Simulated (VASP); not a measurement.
# TaSi2 (P6_422) in VASP: notebook

The runs below take TaSi2 through single point, with PBEsol.

Everything below comes from runs of VASP 6.6.1. Logs are shortened: lines on timing, memory, paths and dates and some standing lists are left out, and cuts for length are marked.

### 1 The cell of the first run

Symmetry: P6_422, No. 181, hexagonal system. Conventional cell: a = 4.784 Å, b = 4.784 Å, c = 6.570 Å, α = 90.00°, β = 90.00°, γ = 120.00°. Ta (site symmetry 222) has 10 Si at 2.61 to 2.83 Å and 4 Ta at 3.24 Å within 3.4 Å. Si (site symmetry 2) has 9 Si at 2.56 to 3.33 Å and 5 Ta at 2.61 to 2.83 Å within 3.4 Å.

### 2 Single point, PBEsol

Contents of INCAR:

```
SYSTEM = TaSi2
PREC = Accurate
ENCUT = 520
EDIFF = 1E-7
ISMEAR = -1
SIGMA = 0.05
LREAL = .False.
LASPH = .True.
NELM = 100
ALGO = Normal
ISIF = 2
LWAVE = .False.
LCHARG = .False.
GGA = PS
NBANDS = 38
```

Contents of KPOINTS:

```
Automatic mesh
0
Gamma
  7 7 4
  0 0 0
```

Contents of POSCAR:

```
TaSi2
1.0
    4.7839000000      0.0000000000      0.0000000000
   -2.3919500000      4.1429789292      0.0000000000
    0.0000000000      0.0000000000      6.5700000000
Ta Si
3 6
Direct
    0.0000000000      0.5000000000      0.3333333333
    0.5000000000      0.5000000000      0.6666666667
    0.5000000000      0.0000000000      0.0000000000
    0.3179400000      0.1589700000      0.3333333333
    0.1589700000      0.8410300000      0.6666666667
    0.8410300000      0.6820600000      0.0000000000
    0.6820600000      0.8410300000      0.3333333333
    0.8410300000      0.1589700000      0.6666666667
    0.1589700000      0.3179400000      0.0000000000
```

Potentials or basis: VASP PAW PBE potentials, release 64 (Ta_pv, Si).

Command:

```sh
cat potpaw_PBE.64/Ta_pv/POTCAR potpaw_PBE.64/Si/POTCAR > POTCAR
mpirun -np 1 vasp_std > vasp.out
```

OUTCAR:

```text
SYSTEM = TaSi2
   PREC = Accurate
   ENCUT = 520
   EDIFF = 1E-7
   ISMEAR = -1
   LREAL = .False.
   LASPH = .True.
   NELM = 100
   ISIF = 2
   GGA = PS

 ion  position               nearest neighbor table
   1  0.000  0.500  0.333-   6 2.61   9 2.61   8 2.61   5 2.61   4 2.73   7 2.73   4 2.73   7 2.73
                             7 2.83   4 2.83   3 3.24   3 3.24   2 3.24   2 3.24
   2  0.500  0.500  0.667-   6 2.61   9 2.61   7 2.61   4 2.61   5 2.73   8 2.73   5 2.73   8 2.73
                             8 2.83   5 2.83   3 3.24   3 3.24   1 3.24   1 3.24
   3  0.500  0.000  0.000-   4 2.61   7 2.61   5 2.61   8 2.61   9 2.73   6 2.73   9 2.73   6 2.73
                             9 2.83   6 2.83   2 3.24   1 3.24   2 3.24   1 3.24
   4  0.318  0.159  0.333-   9 2.56   5 2.56   3 2.61   2 2.61   7 2.63   1 2.73   1 2.73   1 2.83
                             7 2.83   7 2.83
   5  0.159  0.841  0.667-   6 2.56   4 2.56   3 2.61   1 2.61   8 2.63   2 2.73   2 2.73   2 2.83
                             8 2.83   8 2.83
   6  0.841  0.682  0.000-   5 2.56   7 2.56   1 2.61   2 2.61   9 2.63   3 2.73   3 2.73   3 2.83
                             9 2.83   9 2.83
   7  0.682  0.841  0.333-   6 2.56   8 2.56   3 2.61   2 2.61   4 2.63   1 2.73   1 2.73   1 2.83
                             4 2.83   4 2.83
   8  0.841  0.159  0.667-   9 2.56   7 2.56   3 2.61   1 2.61   5 2.63   2 2.73   2 2.73   2 2.83
                             5 2.83   5 2.83
   9  0.159  0.318  0.000-   8 2.56   4 2.56   1 2.61   2 2.61   6 2.63   3 2.73   3 2.73   3 2.83
                             6 2.83   6 2.83

  LATTYP: Found a hexagonal cell.
 ALAT       =     4.7839000000
 C/A-ratio  =     1.3733564665

  Lattice vectors:

 A1 = (   4.7839000000,   0.0000000000,   0.0000000000)
 A2 = (  -2.3919500000,   4.1429789292,   0.0000000000)
 A3 = (   0.0000000000,   0.0000000000,   6.5700000000)

Analysis of symmetry for initial positions (statically):
=====================================================================
 Subroutine PRICEL returns:
 Original cell was already a primitive cell.

 Routine SETGRP: Setting up the symmetry group for a
 hexagonal supercell.

 Subroutine GETGRP returns: Found 12 space group operations
 (whereof  4 operations were pure point group operations)
 out of a pool of 24 trial point group operations.

The static configuration has the point symmetry D_2 .
 The point group associated with its full space group is D_6 .

Analysis of symmetry for dynamics (positions and initial velocities):
=====================================================================
 Subroutine PRICEL returns:
 Original cell was already a primitive cell.

 Routine SETGRP: Setting up the symmetry group for a
 hexagonal supercell.

 Subroutine GETGRP returns: Found 12 space group operations
 (whereof  4 operations were pure point group operations)
 out of a pool of 24 trial point group operations.

The dynamic configuration has the point symmetry D_2 .
 The point group associated with its full space group is D_6 .

 Subroutine INISYM returns: Found 12 space group operations
 (whereof  4 operations are pure point group operations),
 and found     1 'primitive' translations

----------------------------------------------------------------------------------------

                                     Primitive cell

  volume of cell :     130.2148

  direct lattice vectors                    reciprocal lattice vectors
     4.783900000  0.000000000  0.000000000     0.209034470  0.120686107  0.000000000
    -2.391950000  4.142978929  0.000000000     0.000000000  0.241372215  0.000000000
     0.000000000  0.000000000  6.570000000     0.000000000  0.000000000  0.152207002

  length of vectors
     4.783900000  4.783900000  6.570000000     0.241372215  0.241372215  0.152207002

  position of ions in fractional coordinates (direct lattice)
     0.000000000  0.500000000  0.333333333
     0.500000000  0.500000000  0.666666667
     0.500000000  0.000000000  0.000000000
     0.317940000  0.158970000  0.333333333
     0.158970000  0.841030000  0.666666667
     0.841030000  0.682060000  0.000000000
     0.682060000  0.841030000  0.333333333
     0.841030000  0.158970000  0.666666667
     0.158970000  0.317940000  0.000000000

  ion indices of the primitive-cell ions
   primitive index   ion index
                 1           1
                 2           2
                 3           3
                 4           4
                 5           5
                 6           6
                 7           7
                 8           8
                 9           9

----------------------------------------------------------------------------------------

 KPOINTS: Automatic mesh

Automatic generation of k-mesh.
 Grid dimensions read from file:
 generate k-points for:    7    7    4

 Generating k-lattice:

  Cartesian coordinates                     Fractional coordinates (reciprocal lattice)
     0.029862067  0.017240872  0.000000000     0.142857143  0.000000000  0.000000000
     0.000000000  0.034481745  0.000000000     0.000000000  0.142857143  0.000000000
     0.000000000  0.000000000  0.038051750     0.000000000  0.000000000  0.250000000

  Length of vectors
     0.034481745  0.034481745  0.038051750

  Shift w.r.t. Gamma in fractional coordinates (k-lattice)
     0.000000000  0.000000000  0.000000000

 Subroutine IBZKPT returns following result:
 ===========================================

 Found     24 irreducible k-points:

 Following reciprocal coordinates:
            Coordinates               Weight
  0.000000  0.000000  0.000000      1.000000
  0.142857  0.000000  0.000000      6.000000
  0.285714 -0.000000  0.000000      6.000000
  0.428571  0.000000  0.000000      6.000000
  0.142857  0.142857  0.000000      6.000000
  0.285714  0.142857  0.000000     12.000000
[... 16 lines left out ...]
  0.428571  0.142857  0.500000      6.000000
  0.285714  0.285714  0.500000      6.000000
   k-points           NKPTS =     24   k-points in BZ     NKDIM =     24   number of bands    NBANDS=     38
   number of dos      NEDOS =    301   number of ions     NIONS =      9
   total plane-waves  NPLWV =  64800
   dimension x,y,z NGX =    36 NGY =   36 NGZ =   50
   dimension x,y,z NGXF=    72 NGYF=   72 NGZF=  100
   ions per type =               3   6
   NGX,Y,Z   is equivalent  to a cutoff of  12.51, 12.51, 12.65 a.u.
   NGXF,Y,Z  is equivalent  to a cutoff of  25.02, 25.02, 25.30 a.u.
 SYSTEM =  TaSi2
   PREC   = accura    normal or accurate (medium, high low for compatibility)
   ISTART =      0    job   : 0-new  1-cont  2-samecut
   ICHARG =      2    charge: 1-file 2-atom 10-const
   ISPIN  =      1    spin polarized calculation?
   LNONCOLLINEAR =      F non collinear calculations
   LSORBIT =      F    spin-orbit coupling
   LASPH  =      T    aspherical Exc in radial PAW
   ENCUT  =  520.0 eV  38.22 Ry    6.18 a.u.   8.89  8.89 12.22*2*pi/ulx,y,z
   NELM   =    100;   NELMIN=  2; NELMDL= -5     # of ELM steps
   EDIFF  = 0.1E-06   stopping-criterion for ELM
   LREAL  =      F    real-space projection
   EDIFFG = 0.1E-05   stopping-criterion for IOM
   NSW    =      0    number of steps for IOM
   IBRION =     -1    ionic relax: 0-MD 1-quasi-New 2-CG
   NFREE  =      0    steps in history (QN), initial steepest desc. (CG)
   ISIF   =      2    stress and relaxation
   ISYM   =      2    0-nonsym 1-usesym 2-fastsym
   POTIM  = 0.5000    time-step for ionic-motion
   TEBEG  =    0.0;   TEEND  =   0.0 temperature during run
   PSTRESS=    0.0 pullay stress
   NELECT =      57.0000    total number of electrons
   NUPDOWN=      -1.0000    fix difference up-down
   EMIN   =  10.00;   EMAX   =-10.00  energy-range for DOS
   EFERMI =   0.00;   METHOD = LEGACY
   ISMEAR =    -1;   SIGMA  =   0.05  broadening in eV -4-tet -1-fermi 0-gaus
   EFERMI_NEDOS =   21; number of points for ismear=-14 and -15
   IALGO  =     38    algorithm
   IMIX   =      4    mixing-type and parameters
     AMIX     =   0.40;   BMIX     =  1.00
     AMIX_MAG =   1.60;   BMIX_MAG =  1.00
  volume/ion in A,a.u.               =      14.47        97.64
  Fermi-wavevector in a.u.,A,eV,Ry     =   1.243025  2.348976 21.022500  1.545110
  Thomas-Fermi vector in A             =   2.377353
   LORBIT       =      0    0 simple, 1 ext, 2 COOP (PROOUT), +10 PAW based schemes
   GGA     = PS    functional components
   LHFCALC =     F    Hartree Fock is set to
   AEXX    =    0.0000 exact exchange contribution
   IVDW    =     0    specifies the selected vdW correction
   LEPSILON=     F    determine dielectric tensor
   LRPA    =     F    only Hartree local field effects (RPA)
 non-spin polarized calculation
  energy-cutoff  :      520.00
  volume of cell :      130.21
 maximum number of plane-waves:      3523
 NGX is ok and might be reduce to    36
   NGX = 17   NGY = 17   NGZ = 25

 number of electron      57.0000004 magnetization

 Free energy of the ion-electron system (eV)
  ---------------------------------------------------
  ext. energy  EPLUGINS =         0.00000000
  ---------------------------------------------------
  free energy    TOTEN  =       -77.36133633 eV

  energy without entropy =      -77.33524866  energy(sigma->0) =      -77.34829249

 E-fermi :   9.2485     XC(G=0): -12.1507

 val. band max:        9.1982762690   @ k =   0.2857   0.2857   0.2500
 cond. band min:       9.2595008307   @ k =   0.4286   0.1429   0.2500
 fundamental gap:      0.0612245618
 Fermi energy:         9.2485263177

 k-point     1 :       0.0000    0.0000    0.0000
  band No.  band energies     occupation
      1     -25.0561      2.00000
      2     -25.0533      2.00000
      3     -25.0533      2.00000
      4     -24.9887      2.00000
      5     -24.9887      2.00000
      6     -24.8900      2.00000
[... 30 lines left out ...]
     37      13.1513      0.00000
     38      13.2991      0.00000

 k-point     2 :       0.1429    0.0000    0.0000
  band No.  band energies     occupation
      1     -25.0783      2.00000
      2     -25.0579      2.00000
      3     -25.0336      2.00000
      4     -24.9899      2.00000
      5     -24.9859      2.00000
      6     -24.8959      2.00000
[... 30 lines left out ...]
     37      12.9103      0.00000
     38      13.1743      0.00000

 k-point     3 :       0.2857   -0.0000    0.0000
  band No.  band energies     occupation
      1     -25.0969      2.00000
      2     -25.0671      2.00000
      3     -25.0222      2.00000
      4     -24.9932      2.00000
      5     -24.9789      2.00000
      6     -24.8987      2.00000
[... 30 lines left out ...]
     37      12.8351      0.00000
     38      13.4162      0.00000

 k-point     4 :       0.4286    0.0000    0.0000
  band No.  band energies     occupation
      1     -25.1066      2.00000
      2     -25.0737      2.00000
      3     -25.0187      2.00000
      4     -24.9962      2.00000
      5     -24.9735      2.00000
      6     -24.9021      2.00000
[... 30 lines left out ...]
     37      13.0144      0.00000
     38      13.4322      0.00000
[... 703 lines left out ...]
      4     -24.9942      2.00000
      5     -24.9450      2.00000
      6     -24.9204      2.00000
[... 30 lines left out ...]
     37      12.8436      0.00000
     38      13.1157      0.00000

 k-point    23 :       0.4286    0.1429    0.5000
  band No.  band energies     occupation
      1     -25.0995      2.00000
      2     -25.0715      2.00000
      3     -25.0579      2.00000
      4     -24.9923      2.00000
      5     -24.9450      2.00000
      6     -24.9191      2.00000
[... 30 lines left out ...]
     37      12.3617      0.00000
     38      12.8720      0.00000

 k-point    24 :       0.2857    0.2857    0.5000
  band No.  band energies     occupation
      1     -25.0976      2.00000
      2     -25.0698      2.00000
      3     -25.0688      2.00000
      4     -24.9774      2.00000
      5     -24.9571      2.00000
      6     -24.9168      2.00000
[... 30 lines left out ...]
     37      12.7314      0.00000
     38      12.9909      0.00000

------------------------ aborting loop because EDIFF is reached ----------------------------------------

  FORCE on cell =-STRESS in cart. coord.  units (eV):
  Direction    XX          YY          ZZ          XY          YZ          ZX
  --------------------------------------------------------------------------------------
  -------------------------------------------------------------------------------------
  Total       -1.9216326     -1.9216326     -0.9049626     -0.0000000      0.0000000      0.0000000
  in kB      -23.6439894    -23.6439894    -11.1347641     -0.0000000      0.0000000      0.0000000
  external PRESSURE =     -19.4742476 kB  Pullay stress =       0.0000000 kB

 VOLUME and BASIS-vectors are now :
 -----------------------------------------------------------------------------
  energy-cutoff  :      520.00
  volume of cell :      130.21
      direct lattice vectors                 reciprocal lattice vectors
     4.783900000  0.000000000  0.000000000     0.209034470  0.120686107  0.000000000
    -2.391950000  4.142978929  0.000000000     0.000000000  0.241372215  0.000000000
     0.000000000  0.000000000  6.570000000     0.000000000  0.000000000  0.152207002

 POSITION                                       TOTAL-FORCE (eV/Angst)
 -----------------------------------------------------------------------------------
     -1.19598      2.07149      2.19000         0.000000     -0.000000     -0.000000
      1.19598      2.07149      4.38000         0.000000      0.000000      0.000000
      2.39195      0.00000      0.00000         0.000000     -0.000000      0.000000
      1.14074      0.65861      2.19000         0.049147      0.028375      0.000000
     -1.25121      3.48437      4.38000         0.049147     -0.028375      0.000000
      2.39195      2.82576      0.00000         0.000000     -0.056750      0.000000
      1.25121      3.48437      2.19000        -0.049147     -0.028375     -0.000000
      3.64316      0.65861      4.38000        -0.049147      0.028375     -0.000000
     -0.00000      1.31722      0.00000        -0.000000      0.056750      0.000000
 -----------------------------------------------------------------------------------
    total drift:                               -0.000000      0.000000      0.000000

  FREE ENERGIE OF THE ION-ELECTRON SYSTEM (eV)
  ---------------------------------------------------
  free  energy   TOTEN  =       -77.3613363288 eV

  energy  without entropy=      -77.3352486584  energy(sigma->0) =      -77.34829249
```

Wall time 66 s (1 thread of Intel Xeon 6975P-C (Granite Rapids), shared host); peak memory 0.28 GiB.

Results:

```
Free energy            : -77.3613 eV
Pressure               : -1.9 GPa
Largest force          : 0.057 eV/Å
Band gap on the k mesh : zero (an odd number of electrons rules out a gap without spin polarisation)
```

Forces in eV/Å, atoms in the order of the input:
```
Ta   0.000  0.000  0.000
Ta   0.000  0.000  0.000
Ta   0.000  0.000  0.000
Si   0.049  0.028  0.000
Si   0.049 -0.028  0.000
Si   0.000 -0.057  0.000
Si  -0.049 -0.028  0.000
Si  -0.049  0.028  0.000
Si   0.000  0.057  0.000
```

Caveat: the PAW data sets were made with another functional, which shifts forces and pressure a little; spin-orbit coupling is left out, which moves the levels of the heavy elements.

### 3 Single point, PBEsol

This run uses another cell than the first one, of 14.76 Å³/atom.

Contents of INCAR:

```
SYSTEM = TaSi2
PREC = Accurate ; ENCUT = 520
EDIFF = 1E-6 ; ISMEAR = -1
SIGMA = 0.05 ; LREAL = .False.
LASPH = .True. ; NELM = 60
ALGO = Normal ; ISIF = 2
LWAVE = .False. ; LCHARG = .False.
GGA = PS ; NBANDS = 38
```

KPOINTS is that of step 2.

Changes to POSCAR since step 2:

```diff
@@ -2,5 +2,5 @@
 1.0
-    4.7839000000      0.0000000000      0.0000000000
-   -2.3919500000      4.1429789292      0.0000000000
-    0.0000000000      0.0000000000      6.5700000000
+    4.8155823803      0.0000000000      0.0000000000
+   -2.4077911901      4.1704166754      0.0000000000
+    0.0000000000      0.0000000000      6.6135112018
 Ta Si
```

Potentials or basis: VASP PAW PBE potentials, release 64 (Ta_pv, Si).

Command:

```sh
cat potpaw_PBE.64/Ta_pv/POTCAR potpaw_PBE.64/Si/POTCAR > POTCAR
mpirun -np 1 vasp_std > vasp.out
```

Run time: 61 s. Hardware: 1 thread of Intel Xeon 6975P-C (Granite Rapids), shared host; peak memory 0.28 GiB.

The run converged. Its results:

```yaml
Free_energy: -77.3003 eV
Pressure: -5.6 GPa
Largest_force: 0.057 eV/Å
Band_gap_on_the_k_mesh: zero (an odd number of electrons rules out a gap without spin polarisation)
```

Forces on the atoms (eV/Å):
```
Ta   0.000  0.000  0.000
Ta   0.000  0.000  0.000
Ta   0.000  0.000  0.000
Si   0.049  0.028  0.000
Si   0.049 -0.028  0.000
Si   0.000 -0.057  0.000
Si  -0.049 -0.028  0.000
Si  -0.049  0.028  0.000
Si   0.000  0.057  0.000
```

Stress tensor (GPa, compression positive):
```
-5.72  0.00  0.00
 0.00 -5.72  0.00
 0.00  0.00 -5.24
```

Levels at points of the mesh, in eV from the Fermi level:
```
           k point  band 27  band 28  band 29  band 30  band 31  band 32
(0.00, 0.00, 0.00)    -2.14    -2.14    -1.46     0.72     2.91     2.91
(0.00, 0.00, 0.50)    -1.75    -1.75     1.12     1.12     2.53     2.53
```

Caveat: the cell stands under tension; the PAW data sets were made with another functional, which shifts forces and pressure a little; spin-orbit coupling is left out, which moves the levels of the heavy elements.
